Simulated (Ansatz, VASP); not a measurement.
**One calculation of Ru, two programs**

```xyz
8
Lattice="4.7686 0.0000 0.0000 0.0000 4.7686 0.0000 0.0000 0.0000 4.7686" Properties=species:S:1:pos:R:3 pbc="T T T"
Ru    0.0000    0.0000    0.0000
Ru    2.3843    2.3843    2.3843
Ru    1.1922    0.0000    2.3843
Ru    3.5765    0.0000    2.3843
Ru    2.3843    1.1922    0.0000
Ru    2.3843    3.5765    0.0000
Ru    0.0000    2.3843    1.1922
Ru    0.0000    2.3843    3.5765
```

Alike in both runs: task relaxation of cell and atoms; functional BLYP; k mesh 6 × 6 × 6; occupations fermi-dirac, width 0.1 eV; no spin polarisation.

|  | VASP | Ansatz |
| --- | --- | --- |
| version | VASP 6.6.1 | Ansatz 0.2.0 |
| potentials or method | VASP PAW PBE potentials, release 64 (Ru_pv), cutoff 600 eV | plane waves (420 eV) with PAW, scalar-relativistic |
| valence electrons in the cell | 112 | 128 |

|  | VASP | Ansatz | Ansatz less VASP |
| --- | --- | --- | --- |
| relaxed volume (Å³/atom) | 14.95 | 14.92 | -0.029 |
| relaxed cell length with the largest relative difference (Å) | 4.927 | 4.923 | -0.0032 |

VASP's potentials were made for PBE, not for BLYP. VASP's potentials hold 112 valence electrons a cell and Ansatz's 128, so a difference there can come from the potentials and not from the codes.
